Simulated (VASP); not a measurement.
# TiSi5 in VASP: further runs

The runs below take TiSi5 through single point, with PBE.

Program: VASP 6.6.1. These are calculated values, not measurements. Logs are shortened: lines on timing, memory, paths and dates and some standing lists are left out, and cuts for length are marked.

## 1. The cell of the first run

The cell holds an amorphous packing of atoms, 24 atoms: a = 7.379 Å, b = 7.174 Å, c = 7.314 Å, α = 90.32°, β = 90.42°, γ = 90.12°.

## 2. Single point, PBE

The input, INCAR:

```
PREC = Accurate
ENCUT = 520
EDIFF = 1E-7
ISMEAR = -1
SIGMA = 0.156
LREAL = Auto
LASPH = True
NELM = 100
ALGO = Normal
ISIF = 2
LWAVE = False
LCHARG = True
GGA = PE
LELF = True
LVHAR = True
NBANDS = 82
ISYM = 0
```

The input, KPOINTS:

```
Automatic mesh
0
Gamma
  1 1 1
  0.25 0.25 0.25
```

The input, POSCAR:

```
TiSi5
1.0
    7.3792880000     -0.0073480000     -0.0270630000
   -0.0073480000      7.1740870000     -0.0200730000
   -0.0270630000     -0.0200730000      7.3139990000
Si Ti
20 4
Direct
    0.7966278808      0.7228258319      0.0441280377
    0.5706273346      0.5646780177      0.2871148423
   -0.0047036523      0.6839383001      0.4701554373
    1.0566070358      0.2066824379      0.0160335943
    0.9813478915      1.0158924248      0.3233544640
    0.4735084990      0.6899402960      0.6256846264
    0.4334403579      0.6313600573      0.9629382622
    0.2886612329      0.3775092154      0.1235426449
    0.6097013957      0.3296957023      0.6505039624
    0.6001082508      0.0020158668      0.5794553970
    0.1873280166      0.9659951549      0.5758878390
    0.3204945352      0.2637977833      0.7539109257
    0.3085318918     -0.1550764498      0.2549676243
    1.0176927141      0.4021888136      0.2931068153
    0.6250206192      0.2240142051      0.3180762768
   -0.1317663432     -0.0448278220     -0.1798174735
    0.7668570828      0.6160945257      0.7259434023
    0.6755761629     -0.0936697735      0.2720451403
    0.2200195528      0.9138893512     -0.0667558349
    0.5833620505      1.0143138020     -0.0439936007
    0.2909181823      0.4516638735      0.4689511672
    0.7371189892      0.3847464340     -0.0095630767
    0.0825362288      0.5869399787      0.8108401880
    0.9729488037      0.2228991093      0.6100420806
```

Potentials or basis: VASP PAW PBE potentials, release 64 (Si, Ti_sv).

The run is started by

```console
> cat potpaw_PBE.64/Si/POTCAR potpaw_PBE.64/Ti_sv/POTCAR > POTCAR
> mpirun -np 1 vasp_std > vasp.out
```

OUTCAR:

```text
PREC = Accurate
   ENCUT = 520
   EDIFF = 1E-7
   ISMEAR = -1
   LREAL = Auto
   LASPH = True
   NELM = 100
   ISIF = 2
   GGA = PE
   ISYM = 0

 ion  position               nearest neighbor table
   1  0.797  0.723  0.044-  18 2.30  16 2.40  17 2.45  22 2.49  20 2.70   2 2.70   7 2.82  23 2.89

   2  0.571  0.565  0.287-  15 2.49  18 2.57  21 2.59   7 2.62   1 2.70   6 2.73   8 2.74  13 2.80
                            22 2.81
   3  0.995  0.684  0.470-  14 2.40  17 2.58  11 2.58   5 2.62  23 2.67  21 2.75  13 3.04
   4  0.057  0.207  0.016-   8 2.24  14 2.48  19 2.50  16 2.68  22 2.69   5 2.70  12 2.77  24 3.03

   5  0.981  0.016  0.323-  11 2.41  18 2.41  24 2.56   3 2.62   4 2.70  13 2.76  14 2.79  15 3.03

   6  0.474  0.690  0.626-  17 2.34  21 2.45  10 2.45   7 2.52   2 2.73   9 2.78  11 2.92
   7  0.433  0.631  0.963-   8 2.42   6 2.52  19 2.58   2 2.62  13 2.79   1 2.82  23 2.83  22 2.86
                            20 2.96  17 3.02  12 3.15
   8  0.289  0.378  0.124-   4 2.24  14 2.37   7 2.42  21 2.58   2 2.74  12 2.83  15 3.06
   9  0.610  0.330  0.651-  12 2.32  10 2.41  17 2.42  15 2.55  22 2.68   6 2.78  24 2.81  21 2.84

  10  0.600  0.002  0.579-   9 2.41  18 2.42   6 2.45  15 2.50  16 2.66  20 2.76  11 3.06  12 3.07

  11  0.187  0.966  0.576-   5 2.41  24 2.44   3 2.58  19 2.65  13 2.66  12 2.68   6 2.92  16 2.97
                            10 3.06
  12  0.320  0.264  0.754-   9 2.32  21 2.50  11 2.68   4 2.77  24 2.78   8 2.83  19 2.94  23 2.94
                            20 3.03  10 3.07   7 3.15
  13  0.309  0.845  0.255-  19 2.49  11 2.66  18 2.75   5 2.76   7 2.79   2 2.80   3 3.04
  14  0.018  0.402  0.293-   8 2.37   3 2.40  21 2.41   4 2.48  24 2.68   5 2.79  22 3.02
  15  0.625  0.224  0.318-  18 2.33   2 2.49  10 2.50   9 2.55  22 2.80   5 3.03  20 3.05   8 3.06

  16  0.868  0.955  0.820-  20 2.37   1 2.40  24 2.59  17 2.63  10 2.66   4 2.68  19 2.74  11 2.97

  17  0.767  0.616  0.726-   6 2.34  23 2.42   9 2.42   1 2.45  22 2.57   3 2.58  16 2.63   7 3.02

  18  0.676  0.906  0.272-   1 2.30  15 2.33   5 2.41  10 2.42  20 2.53   2 2.57  13 2.75
  19  0.220  0.914  0.933-  13 2.49   4 2.50   7 2.58  11 2.65  23 2.70  16 2.74  20 2.78  12 2.94

  20  0.583  0.014  0.956-  16 2.37  18 2.53   1 2.70  10 2.76  19 2.78  22 2.90   7 2.96  12 3.03
                            15 3.05
  21  0.291  0.452  0.469-  14 2.41   6 2.45  12 2.50   8 2.58   2 2.59   3 2.75   9 2.84
  22  0.737  0.385  0.990-   1 2.49  17 2.57   9 2.68   4 2.69  15 2.80   2 2.81   7 2.86  20 2.90
                            14 3.02
  23  0.083  0.587  0.811-  17 2.42   3 2.67  19 2.70   7 2.83   1 2.89  12 2.94
  24  0.973  0.223  0.610-  11 2.44   5 2.56  16 2.59  14 2.68  12 2.78   9 2.81   4 3.03

IMPORTANT INFORMATION: All symmetrisations will be switched off!
NOSYMM: (Re-)initialisation of all symmetry stuff for point group C_1.

----------------------------------------------------------------------------------------

                                     Primitive cell

  volume of cell :     387.1919

  direct lattice vectors                    reciprocal lattice vectors
     7.379288000 -0.007348000 -0.027063000     0.135516409  0.000140206  0.000501818
    -0.007348000  7.174087000 -0.020073000     0.000140206  0.139391775  0.000383074
    -0.027063000 -0.020073000  7.313999000     0.000501818  0.000383074  0.136727018

  length of vectors
     7.379341284  7.174118845  7.314076613     0.135517411  0.139392372  0.136728475

  position of ions in fractional coordinates (direct lattice)
     0.796627881  0.722825832  0.044128038
     0.570627335  0.564678018  0.287114842
     0.995296348  0.683938300  0.470155437
     0.056607036  0.206682438  0.016033594
     0.981347892  0.015892425  0.323354464
     0.473508499  0.689940296  0.625684626
[... 16 lines left out ...]
     0.082536229  0.586939979  0.810840188
     0.972948804  0.222899109  0.610042081

  ion indices of the primitive-cell ions
   primitive index   ion index
                 1           1
                 2           2
                 3           3
                 4           4
                 5           5
                 6           6
[... 16 lines left out ...]
                23          23
                24          24

----------------------------------------------------------------------------------------

 KPOINTS: Automatic mesh

Automatic generation of k-mesh.
 Grid dimensions read from file:
 generate k-points for:    1    1    1

 Generating k-lattice:

  Cartesian coordinates                     Fractional coordinates (reciprocal lattice)
     0.135516409  0.000140206  0.000501818     1.000000000 -0.000000000 -0.000000000
     0.000140206  0.139391775  0.000383074     0.000000000  1.000000000  0.000000000
     0.000501818  0.000383074  0.136727018     0.000000000  0.000000000  1.000000000

  Length of vectors
     0.135517411  0.139392372  0.136728475

  Shift w.r.t. Gamma in fractional coordinates (k-lattice)
     0.250000000  0.250000000  0.250000000

 Subroutine IBZKPT returns following result:
 ===========================================

 Found      1 irreducible k-points:

 Following reciprocal coordinates:
            Coordinates               Weight
  0.250000  0.250000  0.250000      2.000000
   k-points           NKPTS =      1   k-points in BZ     NKDIM =      1   number of bands    NBANDS=     82
   number of dos      NEDOS =    301   number of ions     NIONS =     24
   total plane-waves  NPLWV = 163296
   dimension x,y,z NGX =    56 NGY =   54 NGZ =   54
   dimension x,y,z NGXF=   112 NGYF=  108 NGZF=  108
   ions per type =              20   4
   NGX,Y,Z   is equivalent  to a cutoff of  12.62, 12.51, 12.27 a.u.
   NGXF,Y,Z  is equivalent  to a cutoff of  25.23, 25.03, 24.55 a.u.
 SYSTEM =  unknown system
   PREC   = accura    normal or accurate (medium, high low for compatibility)
   ISTART =      0    job   : 0-new  1-cont  2-samecut
   ICHARG =      2    charge: 1-file 2-atom 10-const
   ISPIN  =      1    spin polarized calculation?
   LNONCOLLINEAR =      F non collinear calculations
   LSORBIT =      F    spin-orbit coupling
   LASPH  =      T    aspherical Exc in radial PAW
   ENCUT  =  520.0 eV  38.22 Ry    6.18 a.u.  13.72 13.34 13.60*2*pi/ulx,y,z
   NELM   =    100;   NELMIN=  2; NELMDL= -5     # of ELM steps
   EDIFF  = 0.1E-06   stopping-criterion for ELM
   LREAL  =      T    real-space projection
   EDIFFG = 0.1E-05   stopping-criterion for IOM
   NSW    =      0    number of steps for IOM
   IBRION =     -1    ionic relax: 0-MD 1-quasi-New 2-CG
   NFREE  =      0    steps in history (QN), initial steepest desc. (CG)
   ISIF   =      2    stress and relaxation
   ISYM   =      0    0-nonsym 1-usesym 2-fastsym
   POTIM  = 0.5000    time-step for ionic-motion
   TEBEG  =    0.0;   TEEND  =   0.0 temperature during run
   PSTRESS=    0.0 pullay stress
   NELECT =     128.0000    total number of electrons
   NUPDOWN=      -1.0000    fix difference up-down
   EMIN   =  10.00;   EMAX   =-10.00  energy-range for DOS
   EFERMI =   0.00;   METHOD = LEGACY
   ISMEAR =    -1;   SIGMA  =   0.16  broadening in eV -4-tet -1-fermi 0-gaus
   EFERMI_NEDOS =   21; number of points for ismear=-14 and -15
   IALGO  =     38    algorithm
   IMIX   =      4    mixing-type and parameters
     AMIX     =   0.40;   BMIX     =  1.00
     AMIX_MAG =   1.60;   BMIX_MAG =  1.00
  volume/ion in A,a.u.               =      16.13       108.87
  Fermi-wavevector in a.u.,A,eV,Ry     =   1.131973  2.139119 17.433999  1.281363
  Thomas-Fermi vector in A             =   2.268673
   LORBIT       =      0    0 simple, 1 ext, 2 COOP (PROOUT), +10 PAW based schemes
   GGA     = PE    functional components
   LHFCALC =     F    Hartree Fock is set to
   AEXX    =    0.0000 exact exchange contribution
   IVDW    =     0    specifies the selected vdW correction
   LEPSILON=     F    determine dielectric tensor
   LRPA    =     F    only Hartree local field effects (RPA)
 non-spin polarized calculation
  energy-cutoff  :      520.00
  volume of cell :      387.19
 maximum number of plane-waves:     10431
 NGX is ok and might be reduce to    54
   NGX = 27   NGY = 27   NGZ = 27

 number of electron     128.0000006 magnetization

 Free energy of the ion-electron system (eV)
  ---------------------------------------------------
  ext. energy  EPLUGINS =         0.00000000
  ---------------------------------------------------
  free energy    TOTEN  =      -134.04834641 eV

  energy without entropy =     -133.00394393  energy(sigma->0) =     -133.52614517

 E-fermi :   8.6573     XC(G=0): -10.8066

 val. band max:        8.4981854114   @ k =   0.2500   0.2500   0.2500
 cond. band min:       8.7694011581   @ k =   0.2500   0.2500   0.2500
 fundamental gap:      0.2712157467
 Fermi energy:         8.6573312350

 k-point     1 :       0.2500    0.2500    0.2500
  band No.  band energies     occupation
      1     -48.4913      2.00000
      2     -48.1528      2.00000
      3     -48.1312      2.00000
      4     -47.8405      2.00000
      5     -24.8227      2.00000
      6     -24.7922      2.00000
[... 68 lines left out ...]
     75      10.1785      0.00012
     76      10.2213      0.00009
 [bands above 76 left out]

------------------------ aborting loop because EDIFF is reached ----------------------------------------

  FORCE on cell =-STRESS in cart. coord.  units (eV):
  Direction    XX          YY          ZZ          XY          YZ          ZX
  --------------------------------------------------------------------------------------
  -------------------------------------------------------------------------------------
  Total       -1.4750811      3.2947099      3.7889194      2.4933857      2.5675201      3.3671645
  in kB       -6.1037982     13.6333144     15.6783238     10.3174823     10.6242461     13.9331271
  external PRESSURE =       7.7359467 kB  Pullay stress =       0.0000000 kB

 VOLUME and BASIS-vectors are now :
 -----------------------------------------------------------------------------
  energy-cutoff  :      520.00
  volume of cell :      387.19
      direct lattice vectors                 reciprocal lattice vectors
     7.379288000 -0.007348000 -0.027063000     0.135516409  0.000140206  0.000501818
    -0.007348000  7.174087000 -0.020073000     0.000140206  0.139391775  0.000383074
    -0.027063000 -0.020073000  7.313999000     0.000501818  0.000383074  0.136727018

 POSITION                                       TOTAL-FORCE (eV/Angst)
 -----------------------------------------------------------------------------------
      5.87204      5.17888      0.28668         0.958299     -0.361418     -0.442332
      4.19890      4.04109      2.07318        -0.416549      0.178400     -0.637920
      7.32683      4.88988      3.39805         0.614655     -0.256121      0.197874
      0.41577      1.48202      0.11159        -1.705658     -0.917848     -1.609252
      7.23278      0.10031      2.33814         0.355560     -0.064636     -0.639318
      3.47215      4.93365      4.54959        -0.496617      0.344770      0.444035
[... 16 lines left out ...]
      0.58280      4.19388      5.91647         1.714963      0.269296      0.676291
      7.16152      1.57970      4.43104        -1.052087      1.369031      0.971048
 -----------------------------------------------------------------------------------
    total drift:                                0.001974     -0.000383      0.017294

  FREE ENERGIE OF THE ION-ELECTRON SYSTEM (eV)
  ---------------------------------------------------
  free  energy   TOTEN  =      -134.0483464126 eV

  energy  without entropy=     -133.0039439280  energy(sigma->0) =     -133.52614517
```

It took 58 s on 1 thread of Intel Xeon 6975P-C (Granite Rapids), shared host; peak memory 0.36 GiB.

What came out:

| Item | Value |
| --- | --- |
| Free energy | -134.0483 eV |
| Pressure | 0.8 GPa |
| Largest force | 2.518 eV/Å |
| Band gap on the k mesh | 0.27 eV |

Forces on the atoms (eV/Å):
```
Si   0.958 -0.361 -0.442
Si  -0.417  0.178 -0.638
Si   0.615 -0.256  0.198
Si  -1.706 -0.918 -1.609
Si   0.356 -0.065 -0.639
Si  -0.497  0.345  0.444
Si   0.364  0.037  0.008
Si   2.081  0.660 -0.080
Si   0.244  0.281 -0.600
Si  -0.076 -0.565  0.620
Si   0.893 -0.879  0.647
Si  -1.301 -0.609  0.720
Si  -0.177 -0.608  0.154
Si  -2.057 -0.121 -0.496
Si  -0.434  1.917 -0.511
Si   1.167  0.147 -0.407
Si  -0.045  0.312 -1.073
Si  -1.089 -0.780  0.452
Si   0.170  0.155  0.252
Si  -1.047  0.209  0.560
Ti   1.098 -0.007 -0.483
Ti   0.236 -0.709  1.278
Ti   1.715  0.269  0.676
Ti  -1.052  1.369  0.971
```

Caveat: the k points lie up to 0.88 Å⁻¹ apart.

## 3. Single point, PBE

The input, INCAR:

```
  PREC = Accurate
  ENCUT = 520
  EDIFF = 1E-6
  ISMEAR = -1
  SIGMA = 0.156
  LREAL = Auto
  LASPH = True
  NELM = 60
  ALGO = Normal
  ISIF = 2
  LWAVE = False
  LCHARG = False
  GGA = PE
  ISYM = 0
  NBANDS = 82
```

KPOINTS is that of step 2.

The input, POSCAR:

```
TiSi5
1.0
    7.3792880000     -0.0073480000     -0.0270630000
   -0.0073480000      7.1740870000     -0.0200730000
   -0.0270630000     -0.0200730000      7.3139990000
Si Ti
20 4
Direct
    0.8878779635      0.7458516040      0.0026487727
    0.5856638450      0.4826368260      0.2952284776
    0.1026808609      0.7347463194      0.4605449652
    0.9812177306      0.1763759015      0.0572447561
    0.9909782452      1.0336074571      0.3214324266
    0.4196981140      0.7708416705      0.5554857739
    0.5237930441      0.6956409812      0.9399237015
    0.2439933655      0.4329730014      0.0613320100
    0.5283823373      0.4089289549      0.6817289751
    0.5935573161      0.0688494738      0.4278710535
    0.1719348941      1.0299955423      0.5920516498
    0.2225039700      0.3166073699      0.7668937177
    0.2621652477     -0.2793531084      0.2065016037
    0.8992681401      0.4841897918      0.3320314968
    0.4473768271      0.2261458151      0.1644212399
   -0.1263068892     -0.0658492045     -0.2462421767
    0.8034788338      0.6141938326      0.7065225550
    0.7562992425     -0.1654704134      0.2565421787
    0.2302646063      0.9573563061     -0.0236414219
    0.5124057490      1.0629418388     -0.1393379096
    0.2898120241      0.4706824032      0.4231540353
    0.7409130483      0.4006697947     -0.0000131290
    0.1279972356      0.6790454883      0.7892635027
    0.8991677864      0.2647810118      0.6205315488
```

Potentials or basis: VASP PAW PBE potentials, release 64 (Si, Ti_sv).

The run is started by

```console
> cat potpaw_PBE.64/Si/POTCAR potpaw_PBE.64/Ti_sv/POTCAR > POTCAR
> mpirun -np 1 vasp_std > vasp.out
```

Wall time 50 s (1 thread of Intel Xeon 6975P-C (Granite Rapids), shared host); peak memory 0.37 GiB.

The run converged. Its results:

```
Free energy            : -133.5475 eV
Pressure               : 3.4 GPa
Largest force          : 3.248 eV/Å
Band gap on the k mesh : 0.15 eV
```

Forces on the atoms (eV/Å):
```
Si  -0.075 -0.609  0.573
Si   0.412  1.373  0.433
Si  -3.126  0.723  0.501
Si   0.705  0.577 -2.040
Si   0.393  0.169  2.340
Si   1.412  0.523  0.798
Si  -0.090  0.116 -0.259
Si  -1.496  0.262 -0.204
Si   0.725 -0.534 -0.200
Si  -0.383  0.139  0.344
Si   0.429  0.281  0.888
Si   0.377 -0.529 -1.411
Si   1.409  1.722 -2.273
Si   0.571 -0.533  0.141
Si   1.446 -1.949  0.261
Si  -0.226  1.348 -0.501
Si  -1.038 -0.282 -1.272
Si  -1.628 -1.041  1.577
Si  -0.133  0.332  0.988
Si   0.727  0.581 -0.098
Ti  -0.856 -1.647  1.333
Ti  -0.796  0.287 -1.108
Ti   1.772 -0.991 -0.434
Ti  -0.531 -0.318 -0.378
```

Stress tensor (GPa, compression positive):
```
 4.26 -0.61 -1.51
-0.61 -0.22  4.52
-1.51  4.52  6.02
```

Levels at points of the mesh, in eV from the valence-band top:
```tsv
k point	band 61	band 62	band 63	band 64	band 65	band 66	band 67	band 68
(0.25, 0.25, 0.25)	-0.46	-0.37	-0.23	0.00	0.15	0.22	0.44	0.64
```

Caveat: the k points lie up to 0.88 Å⁻¹ apart.

## 4. Single point, PBE

The input, INCAR:

```
  PREC = Accurate
  ENCUT = 520
  EDIFF = 1E-6
  ISMEAR = -1
  SIGMA = 0.0862
  LREAL = Auto
  LASPH = T
  NELM = 80
  ALGO = Normal
  ISIF = 2
  LWAVE = F
  LCHARG = F
  GGA = PE
  NBANDS = 82
  ISYM = 0
```

KPOINTS is that of step 3.

The input, POSCAR:

```
TiSi5
1.0
    7.3792880000     -0.0073480000     -0.0270630000
   -0.0073480000      7.1740870000     -0.0200730000
   -0.0270630000     -0.0200730000      7.3139990000
Si Ti
20 4
Direct
    0.9486041075      0.7242928871      0.0825408650
    0.5018104783      0.4566819840      0.1851731829
    0.0848657687      0.7456240041      0.4089015644
    1.0120485647      0.1598211422      0.0216333308
    0.8623092963      0.0973555567      0.3320871242
    0.4329085651      0.6859601593      0.5978104567
    0.5855799482      0.7590389833      0.9281552731
    0.1743603112      0.4345207581      0.0804823529
    0.5769390246      0.3449855541      0.6729951147
    0.5434770539      0.0634039761      0.4802058118
    0.1656677551      0.0367170372      0.5632886315
    0.2316390956      0.3162830403      0.7623157452
    0.3056581330      0.7645684763      0.1849146013
    0.8612426275      0.4091346158      0.2636834334
    0.5590939860      0.1378963097      0.1641458733
    0.9216786540      0.9258168495      0.7664090891
    0.7990293624      0.6451202529      0.6400414644
    0.6805766732      0.7569226075      0.3647567020
    0.2854009347      1.0267151446      0.9460292596
    0.6318807598      0.0854859993      0.8708183511
    0.2701912316      0.4475188548      0.4284278999
    0.7472479998      0.4357061288      0.9445970258
    0.1364210530      0.6727103767      0.7581998956
    0.9176379176      0.2890278885      0.6192105976
```

The run is started by

```console
> cat potpaw_PBE.64/Si/POTCAR potpaw_PBE.64/Ti_sv/POTCAR > POTCAR
> mpirun -np 1 vasp_std > vasp.out
```

It took 52 s on 1 thread of Intel Xeon 6975P-C (Granite Rapids), shared host; peak memory 0.36 GiB.

Results (log left out):

| Property | Result |
| --- | --- |
| Free energy | -134.8432 eV |
| Pressure | 0.3 GPa |
| Largest force | 2.379 eV/Å |
| Band gap on the k mesh | 0.13 eV |

Forces in eV/Å, atoms in the order of the input:
```
Si  -0.281  0.125  0.285
Si   0.557  1.087 -0.538
Si  -0.486 -0.039 -0.204
Si  -1.969  0.186  0.158
Si   0.220 -2.116 -0.171
Si   1.161  0.885  0.861
Si  -0.446 -1.085 -0.028
Si   0.047  1.060 -0.897
Si  -1.816  0.728 -1.354
Si  -0.371 -0.262  0.572
Si   0.470 -0.450  0.143
Si   0.483  0.251  0.562
Si   0.629  0.206 -0.806
Si   0.712  1.499  1.194
Si  -0.811  0.040  0.628
Si  -0.873  1.575  0.486
Si  -0.209 -0.835  0.271
Si   0.003  0.629 -0.524
Si   0.604 -0.687 -0.080
Si   1.049 -0.935 -1.320
Ti   0.114 -0.952 -0.312
Ti   0.861 -0.225  0.326
Ti   0.681 -0.390  1.120
Ti  -0.328 -0.294 -0.375
```

Stress tensor (GPa, compression positive):
```
 0.03 -2.37 -0.39
-2.37  1.61  3.48
-0.39  3.48 -0.69
```

Levels at points of the mesh, in eV from the valence-band top:
| k point | band 62 | band 63 | band 64 | band 65 | band 66 | band 67 |
| --- | --- | --- | --- | --- | --- | --- |
| (0.25, 0.25, 0.25) | -0.30 | -0.15 | 0.00 | 0.13 | 0.26 | 0.60 |

Caveat: the k points lie up to 0.88 Å⁻¹ apart.
